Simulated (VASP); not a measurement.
# C: single point with r2SCAN

Crystal: C.

```xyz
2
Lattice="1.7801 1.7801 0.0000 -1.7801 1.7801 0.0000 0.0000 1.7801 1.7801" Properties=species:S:1:pos:R:3 pbc="T T T"
C     0.0000    1.7801    0.0000
C     0.8901    2.6702    0.8901
```

| Item | Value |
| --- | --- |
| Program | VASP 6.6.1 |
| Task | single point |
| Functional | r2SCAN |
| Potentials or basis | VASP PAW PBE potentials, release 64 (C) |
| Cutoff | 520 eV |
| k mesh | 16 × 16 × 16 |
| Occupations | fermi-dirac, width 0.1 eV |
| Spin | no spin polarisation |
| Dipole correction | no |
| Further INCAR settings | ALGO = Normal; EDIFF = 1e-07; NBANDS = 11 |

* Pressure: 1.1 GPa
* Band gap on the k mesh: 4.34 eV (least direct gap 5.85 eV)

Levels at points of the mesh, in eV from the valence-band top:
| k point | band 2 | band 3 | band 4 | band 5 | band 6 | band 7 |
| --- | --- | --- | --- | --- | --- | --- |
| (0.00, 0.00, 0.00) | 0.00 | 0.00 | 0.00 | 5.85 | 5.85 | 5.85 |
| (0.50, 0.00, 0.00) | -14.11 | -2.99 | -2.99 | 8.90 | 8.90 | 9.20 |
| (0.50, 0.50, 0.00) | -13.63 | -6.69 | -6.69 | 5.01 | 5.01 | 17.96 |

Wall time 86 s on 1 thread of Intel Xeon 8259CL, with other jobs on the host, peak memory 0.13 GiB.

Caveat: the PAW data sets were made with another functional, which shifts forces and pressure a little. A k mesh can miss the band edges.
